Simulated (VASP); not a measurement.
A run of VASP 6.6.1 is set up as follows.

The input INCAR:

```
ALGO = Normal ; EDIFF = 1E-6
ENCUT = 520 ; GGA = PE
ISIF = 2 ; ISMEAR = 0
LASPH = T ; LCHARG = F
LREAL = F ; LWAVE = F
NBANDS = 16 ; NELM = 80
PREC = Accurate ; SIGMA = 0.05
```

Contents of KPOINTS:

```
k-points
0
Gamma
  9 9 6
```

The input POSCAR:

```
MgO
1.0
    3.6335023508      0.0000000000      0.0000000000
   -1.8167511754      3.1467053405      0.0000000000
    0.0000000000      0.0000000000      4.2363003908
Mg O
2 2
Direct
    0.6666666667      0.3333333333      0.7500000000
    0.3333333333      0.6666666667      0.2500000000
    0.6666666667      0.3333333333      0.2500000000
    0.3333333333      0.6666666667      0.7500000000
```

Potentials or basis: VASP PAW PBE potentials, release 64 (Mg, O).

The run is started by

```bash
$ cat potpaw_PBE.64/Mg/POTCAR potpaw_PBE.64/O/POTCAR > POTCAR
$ mpirun -np 1 vasp_std > vasp.out
```

Question: Estimate the pressure.

Answer: -7.0 GPa.

Question: What does it give for the band gap on the k mesh?

Answer: 3.01 eV, direct.

Stress tensor (GPa, compression positive):
```
-8.04  0.00  0.00
 0.00 -8.04  0.00
 0.00  0.00 -4.99
```
